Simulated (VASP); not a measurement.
# Cr (P6/mmm) in VASP: a series of runs

The runs below take Cr through single point, with PBE.

Program: VASP 6.6.1. These are calculated values, not measurements. Logs are shortened: lines on timing, memory, paths and dates and some standing lists are left out, and cuts for length are marked.

## 1. The cell of the first run

The structure is hexagonal, space group P6/mmm (No. 191). The conventional cell has a = 4.233 Å, b = 4.233 Å, c = 2.291 Å, α = 90.00°, β = 90.00°, γ = 120.00°. Within 3.0 Å of Cr (site symmetry 6/mmm) lie 14 Cr at 2.29 to 2.70 Å. Within 3.0 Å of Cr (site symmetry -6m2) lie 11 Cr at 2.29 to 2.70 Å.

This isn't the form of Cr at room conditions, which is bcc.

## 2. Single point, PBE, collinear spin, ferromagnetic start

POSCAR reads:

```
Cr
1.0
    4.2331483111      0.0000000000      0.0000000000
   -2.1165741556      3.6660139754      0.0000000000
    0.0000000000      0.0000000000      2.2910902838
Cr
3
Direct
    0.0000000000      0.0000000000      0.0000000000
    0.3333333333      0.6666666667      0.5000000000
    0.6666666667      0.3333333333      0.5000000000
```

INCAR.step1 reads:

```
SYSTEM = Cr
ALGO     = Normal         ! electronic algorithm
EDIFF    = 1E-6           ! SCF threshold, eV
ENCUT    = 520            ! plane-wave cutoff, eV
GGA      = PE             ! functional
ISIF     = 2              ! what is computed and relaxed
ISMEAR   = -1             ! smearing method
ISPIN    = 2              ! spin polarisation
LASPH    = .True.         ! aspherical terms in the spheres
LCHARG   = .True.         ! write CHGCAR
LMAXMIX  = 4              ! l up to which the mixer works
LREAL    = .False.        ! projectors in reciprocal space
LWAVE    = .False.        ! write WAVECAR
MAGMOM   = 2 2 2          ! initial moments
NBANDS   = 29             ! bands
NELM     = 150            ! most SCF steps
PREC     = Accurate       ! precision mode
SIGMA    = 0.1            ! smearing width, eV
```

KPOINTS.step1 reads:

```
k-points
0
Gamma
  10 10 14
  0 0 0
```

INCAR.step2 reads:

```
SYSTEM = Cr
ALGO     = Normal         ! electronic algorithm
EDIFF    = 1E-6           ! SCF threshold, eV
ENCUT    = 520            ! plane-wave cutoff, eV
GGA      = PE             ! functional
ICHARG   = 11             ! starting density
ISIF     = 2              ! what is computed and relaxed
ISMEAR   = -5             ! smearing method
ISPIN    = 2              ! spin polarisation
LASPH    = .True.         ! aspherical terms in the spheres
LCHARG   = .False.        ! write CHGCAR
LMAXMIX  = 4              ! l up to which the mixer works
LORBIT   = 10             ! projections on sites
LREAL    = .False.        ! projectors in reciprocal space
LWAVE    = .False.        ! write WAVECAR
MAGMOM   = 2 2 2          ! initial moments
NBANDS   = 29             ! bands
NEDOS    = 1001           ! points of the DOS
NELM     = 150            ! most SCF steps
PREC     = Accurate       ! precision mode
SIGMA    = 0.1            ! smearing width, eV
```

KPOINTS.step2 reads:

```
k-points
0
Gamma
  15 15 21
  0 0 0
```

Potentials or basis: VASP PAW PBE potentials, release 64 (Cr_pv).

Started as:

```sh
cat potpaw_PBE.64/Cr_pv/POTCAR > POTCAR
cp INCAR.step1 INCAR
cp KPOINTS.step1 KPOINTS
mpirun -np 1 vasp_std > vasp.out
cp INCAR.step2 INCAR
cp KPOINTS.step2 KPOINTS
mpirun -np 1 vasp_std > vasp.out
```

OUTCAR:

```text
SYSTEM = Cr
   EDIFF = 1E-6
   ENCUT = 520
   GGA = PE
   ICHARG = 11
   ISIF = 2
   ISMEAR = -5
   ISPIN = 2
   LASPH = .True.
   LORBIT = 10
   LREAL = .False.
   NELM = 150
   PREC = Accurate

 ion  position               nearest neighbor table
   1  0.000  0.000  0.000-   2 2.70   3 2.70   2 2.70   3 2.70   3 2.70   3 2.70   2 2.70   2 2.70
                             3 2.70   3 2.70   2 2.70   2 2.70
   2  0.333  0.667  0.500-   3 2.44   3 2.44   3 2.44   1 2.70   1 2.70   1 2.70   1 2.70   1 2.70
                             1 2.70
   3  0.667  0.333  0.500-   2 2.44   2 2.44   2 2.44   1 2.70   1 2.70   1 2.70   1 2.70   1 2.70
                             1 2.70

  LATTYP: Found a hexagonal cell.
 ALAT       =     4.2331483111
 C/A-ratio  =     0.5412260841

  Lattice vectors:

 A1 = (   4.2331483111,   0.0000000000,   0.0000000000)
 A2 = (  -2.1165741556,   3.6660139754,   0.0000000000)
 A3 = (   0.0000000000,   0.0000000000,   2.2910902838)

Analysis of symmetry for initial positions (statically):
=====================================================================
 Subroutine PRICEL returns:
 Original cell was already a primitive cell.

 Routine SETGRP: Setting up the symmetry group for a
 hexagonal supercell.

 Subroutine GETGRP returns: Found 24 space group operations
 (whereof 24 operations were pure point group operations)
 out of a pool of 24 trial point group operations.

The static configuration has the point symmetry D_6h.

Analysis of symmetry for dynamics (positions and initial velocities):
=====================================================================
 Subroutine PRICEL returns:
 Original cell was already a primitive cell.

 Routine SETGRP: Setting up the symmetry group for a
 hexagonal supercell.

 Subroutine GETGRP returns: Found 24 space group operations
 (whereof 24 operations were pure point group operations)
 out of a pool of 24 trial point group operations.

The dynamic configuration has the point symmetry D_6h.

Analysis of structural, dynamic, and magnetic symmetry:
=====================================================================
 Subroutine PRICEL returns:
 Original cell was already a primitive cell.

 Routine SETGRP: Setting up the symmetry group for a
 hexagonal supercell.

 Subroutine GETGRP returns: Found 24 space group operations
 (whereof 24 operations were pure point group operations)
 out of a pool of 24 trial point group operations.

The overall configuration has the point symmetry D_6h.

 Subroutine INISYM returns: Found 24 space group operations
 (whereof 24 operations are pure point group operations),
 and found     1 'primitive' translations

----------------------------------------------------------------------------------------

                                     Primitive cell

  volume of cell :      35.5549

  direct lattice vectors                    reciprocal lattice vectors
     4.233148311  0.000000000  0.000000000     0.236230797  0.136387914  0.000000000
    -2.116574156  3.666013975  0.000000000     0.000000000  0.272775829  0.000000000
     0.000000000  0.000000000  2.291090284     0.000000000  0.000000000  0.436473415

  length of vectors
     4.233148311  4.233148311  2.291090284     0.272775829  0.272775829  0.436473415

  position of ions in fractional coordinates (direct lattice)
     0.000000000  0.000000000  0.000000000
     0.333333333  0.666666667  0.500000000
     0.666666667  0.333333333  0.500000000

  ion indices of the primitive-cell ions
   primitive index   ion index
                 1           1
                 2           2
                 3           3

----------------------------------------------------------------------------------------

 KPOINTS: k-points

Automatic generation of k-mesh.
 Grid dimensions read from file:
 generate k-points for:   15   15   21

 Generating k-lattice:

  Cartesian coordinates                     Fractional coordinates (reciprocal lattice)
     0.015748720  0.009092528  0.000000000     0.066666667  0.000000000  0.000000000
     0.000000000  0.018185055  0.000000000     0.000000000  0.066666667  0.000000000
     0.000000000  0.000000000  0.020784448     0.000000000  0.000000000  0.047619048

  Length of vectors
     0.018185055  0.018185055  0.020784448

  Shift w.r.t. Gamma in fractional coordinates (k-lattice)
     0.000000000  0.000000000  0.000000000

 TETIRR: Found   4698 inequivalent tetrahedra from    28350

 Subroutine IBZKPT returns following result:
 ===========================================

 Found    297 irreducible k-points:

 Following reciprocal coordinates:
            Coordinates               Weight
  0.000000  0.000000  0.000000      1.000000
  0.066667 -0.000000  0.000000      6.000000
  0.133333 -0.000000  0.000000      6.000000
  0.200000  0.000000  0.000000      6.000000
  0.266667 -0.000000  0.000000      6.000000
  0.333333 -0.000000  0.000000      6.000000
[... 16 lines left out ...]
  0.333333  0.200000  0.000000     12.000000
  0.400000  0.200000  0.000000      6.000000
 [... further k-points ...]
   k-points           NKPTS =    297   k-points in BZ     NKDIM =    297   number of bands    NBANDS=     29
   number of dos      NEDOS =   1001   number of ions     NIONS =      3
   total plane-waves  NPLWV =  18432
   dimension x,y,z NGX =    32 NGY =   32 NGZ =   18
   dimension x,y,z NGXF=    64 NGYF=   64 NGZF=   36
   ions per type =               3
   NGX,Y,Z   is equivalent  to a cutoff of  12.57, 12.57, 13.06 a.u.
   NGXF,Y,Z  is equivalent  to a cutoff of  25.13, 25.13, 26.12 a.u.
 SYSTEM =  Cr
   PREC   = accura    normal or accurate (medium, high low for compatibility)
   ISTART =      0    job   : 0-new  1-cont  2-samecut
   ICHARG =     11    charge: 1-file 2-atom 10-const
   ISPIN  =      2    spin polarized calculation?
   LNONCOLLINEAR =      F non collinear calculations
   LSORBIT =      F    spin-orbit coupling
   LASPH  =      T    aspherical Exc in radial PAW
   ENCUT  =  520.0 eV  38.22 Ry    6.18 a.u.   7.87  7.87  4.26*2*pi/ulx,y,z
   NELM   =    150;   NELMIN=  2; NELMDL=  0     # of ELM steps
   EDIFF  = 0.1E-05   stopping-criterion for ELM
   LREAL  =      F    real-space projection
   EDIFFG = 0.1E-04   stopping-criterion for IOM
   NSW    =      0    number of steps for IOM
   IBRION =     -1    ionic relax: 0-MD 1-quasi-New 2-CG
   NFREE  =      0    steps in history (QN), initial steepest desc. (CG)
   ISIF   =      2    stress and relaxation
   ISYM   =      2    0-nonsym 1-usesym 2-fastsym
   POTIM  = 0.5000    time-step for ionic-motion
   TEBEG  =    0.0;   TEEND  =   0.0 temperature during run
   PSTRESS=    0.0 pullay stress
   NELECT =      36.0000    total number of electrons
   NUPDOWN=      -1.0000    fix difference up-down
   EMIN   =  10.00;   EMAX   =-10.00  energy-range for DOS
   EFERMI =   0.00;   METHOD = LEGACY
   ISMEAR =    -5;   SIGMA  =   0.10  broadening in eV -4-tet -1-fermi 0-gaus
   EFERMI_NEDOS =   21; number of points for ismear=-14 and -15
   IALGO  =     38    algorithm
   IMIX   =      4    mixing-type and parameters
     AMIX     =   0.40;   BMIX     =  1.00
     AMIX_MAG =   1.60;   BMIX_MAG =  1.00
  volume/ion in A,a.u.               =      11.85        79.98
  Fermi-wavevector in a.u.,A,eV,Ry     =   1.643901  3.106523 36.768539  2.702411
  Thomas-Fermi vector in A             =   2.733958
   LORBIT       =     10    0 simple, 1 ext, 2 COOP (PROOUT), +10 PAW based schemes
   GGA     = PE    functional components
   LHFCALC =     F    Hartree Fock is set to
   AEXX    =    0.0000 exact exchange contribution
   IVDW    =     0    specifies the selected vdW correction
   LEPSILON=     F    determine dielectric tensor
   LRPA    =     F    only Hartree local field effects (RPA)
 spin polarized calculation
 Fermi weights with tetrahedron method with Bloechl corrections
  energy-cutoff  :      520.00
  volume of cell :       35.55
 maximum number of plane-waves:       981
 NGX is ok and might be reduce to    32

 number of electron      35.9999986 magnetization      -0.0004905

 Free energy of the ion-electron system (eV)
  ---------------------------------------------------
  ext. energy  EPLUGINS =         0.00000000
  ---------------------------------------------------
  free energy    TOTEN  =       -27.51350334 eV

  energy without entropy =      -27.51350334  energy(sigma->0) =      -27.51350334

 E-fermi :  10.5460     XC(G=0): -13.4927

 val. band max:       10.6143697900   @ k =   0.4000   0.0000   0.0000
 cond. band min:      10.5072957321   @ k =   0.3333  -0.0000   0.4286
 fundamental gap:     -0.1070740580
 Fermi energy:        10.5460105596

 spin component 1

 k-point     1 :       0.0000    0.0000    0.0000
  band No.  band energies     occupation
      1     -32.5918      1.00000
      2     -32.5918      1.00000
      3     -32.5632      1.00000
      4     -32.5631      1.00000
      5     -32.0362      1.00000
      6     -32.0362      1.00000
[... 757 lines left out ...]
     28      17.8127      0.00000
     29      18.0018      0.00000

 [... further k-points ...]

 spin component 2

 k-point     1 :       0.0000    0.0000    0.0000
  band No.  band energies     occupation
      1     -32.5919      1.00000
      2     -32.5918      1.00000
      3     -32.5635      1.00000
      4     -32.5635      1.00000
      5     -32.0364      1.00000
      6     -32.0364      1.00000
[... 757 lines left out ...]
     28      17.8123      0.00000
     29      17.9994      0.00000

 [... further k-points ...]

------------------------ aborting loop because EDIFF is reached ----------------------------------------

  FORCE on cell =-STRESS in cart. coord.  units (eV):
  Direction    XX          YY          ZZ          XY          YZ          ZX
  --------------------------------------------------------------------------------------
  -------------------------------------------------------------------------------------
  Total       -0.4654587     -0.4654587     -0.3883290      0.0000000      0.0000000     -0.0000000
  in kB      -20.9745148    -20.9745148    -17.4988947      0.0000000      0.0000000     -0.0000000
  external PRESSURE =     -19.8159748 kB  Pullay stress =       0.0000000 kB

 VOLUME and BASIS-vectors are now :
 -----------------------------------------------------------------------------
  energy-cutoff  :      520.00
  volume of cell :       35.55
      direct lattice vectors                 reciprocal lattice vectors
     4.233148311  0.000000000  0.000000000     0.236230797  0.136387914  0.000000000
    -2.116574156  3.666013975  0.000000000     0.000000000  0.272775829  0.000000000
     0.000000000  0.000000000  2.291090284     0.000000000  0.000000000  0.436473415

 POSITION                                       TOTAL-FORCE (eV/Angst)
 -----------------------------------------------------------------------------------
      0.00000      0.00000      0.00000         0.000000      0.000000     -0.000000
     -0.00000      2.44401      1.14555         0.000000     -0.000000      0.000000
      2.11657      1.22200      1.14555        -0.000000      0.000000     -0.000000
 -----------------------------------------------------------------------------------
    total drift:                                0.000000      0.000000      0.000000

  FREE ENERGIE OF THE ION-ELECTRON SYSTEM (eV)
  ---------------------------------------------------
  free  energy   TOTEN  =       -27.5135033370 eV

  energy  without entropy=      -27.5135033370  energy(sigma->0) =      -27.51350334

 total charge

# of ion       s       p       d       tot
------------------------------------------
    1        0.424   6.381   4.176  10.981
    2        0.436   6.363   4.286  11.085
    3        0.436   6.363   4.286  11.085
--------------------------------------------------
tot          1.296  19.107  12.748  33.151

 magnetization (x)

# of ion       s       p       d       tot
------------------------------------------
    1       -0.000  -0.000  -0.000  -0.000
    2        0.000  -0.000  -0.000  -0.000
    3        0.000  -0.000  -0.000  -0.000
--------------------------------------------------
tot         -0.000  -0.000  -0.000  -0.000
```

It took 3 min on 1 thread of Intel Xeon 6975P-C (Granite Rapids), shared host; peak memory 0.49 GiB.

What came out:

```yaml
Net_moment: 0.00 μB per cell
Valence_electrons_inside_the_program's_atomic_spheres: Cr 10.98, 11.09 (each value once)
```

Caveat: an empty level that is flat over the whole mesh can mark a ghost state of the potentials, or a narrow d or f band; tetrahedron occupations give inexact forces and stress in metals.

## 3. Single point, PBE, collinear spin, ferromagnetic start (5.10 Å³/atom)

This run uses another cell than the first one, of 5.10 Å³/atom.

POSCAR reads:

```
Cr
1.0
    3.0710315086      0.0000000000      0.0000000000
   -1.5355157543      2.6595913022      0.0000000000
    0.0000000000      0.0000000000      1.8718415514
Cr
3
Direct
    0.0000000000      0.0000000000      0.0000000000
    0.3333333333      0.6666666667      0.5000000000
    0.6666666667      0.3333333333      0.5000000000
```

INCAR.step1 reads:

```
SYSTEM = Cr
  ALGO = Normal
  EDIFF = 1E-6
  ENCUT = 520
  GGA = PE
  ISIF = 2
  ISMEAR = -1
  ISPIN = 2
  LASPH = .True.
  LCHARG = .True.
  LMAXMIX = 4
  LREAL = .False.
  LWAVE = .False.
  MAGMOM = 2 2 2
  NBANDS = 29
  NELM = 150
  PREC = Accurate
  SIGMA = 0.1
```

KPOINTS.step1 is that of step 2.

INCAR.step2 reads:

```
SYSTEM = Cr
  ALGO = Normal
  EDIFF = 1E-6
  ENCUT = 520
  GGA = PE
  ICHARG = 11
  ISIF = 2
  ISMEAR = -5
  ISPIN = 2
  LASPH = .True.
  LCHARG = .False.
  LMAXMIX = 4
  LORBIT = 11
  LREAL = .False.
  LWAVE = .False.
  MAGMOM = 2 2 2
  NBANDS = 29
  NEDOS = 1001
  NELM = 150
  PREC = Accurate
  SIGMA = 0.1
```

KPOINTS.step2 is that of step 2.

Potentials or basis: VASP PAW PBE potentials, release 64 (Cr_pv).

Started as:

```sh
cat potpaw_PBE.64/Cr_pv/POTCAR > POTCAR
cp INCAR.step1 INCAR
cp KPOINTS.step1 KPOINTS
mpirun -np 1 vasp_std > vasp.out
cp INCAR.step2 INCAR
cp KPOINTS.step2 KPOINTS
mpirun -np 1 vasp_std > vasp.out
```

Run time: 2.5 min. Hardware: 1 thread of AMD EPYC 7R13 (Zen 3), shared host; peak memory 0.28 GiB.

The run converged. Its results:

```
Net moment : 0.00 μB per cell
```

Levels at points of the mesh, in eV from the Fermi level:
Spin up:
```csv
k point,band 15,band 16,band 17,band 18,band 19,band 20,band 21,band 22
"(0.00, 0.00, 0.00)",-3.04,-2.73,-2.73,-1.23,-1.23,0.52,0.52,0.59
```
Spin down:
```csv
k point,band 15,band 16,band 17,band 18,band 19,band 20,band 21,band 22
"(0.00, 0.00, 0.00)",-3.04,-2.73,-2.73,-1.23,-1.23,0.52,0.52,0.59
```

Caveat: atoms lie so close that the PAW spheres overlap strongly, which falsifies energies and pressures; tetrahedron occupations give inexact forces and stress in metals.
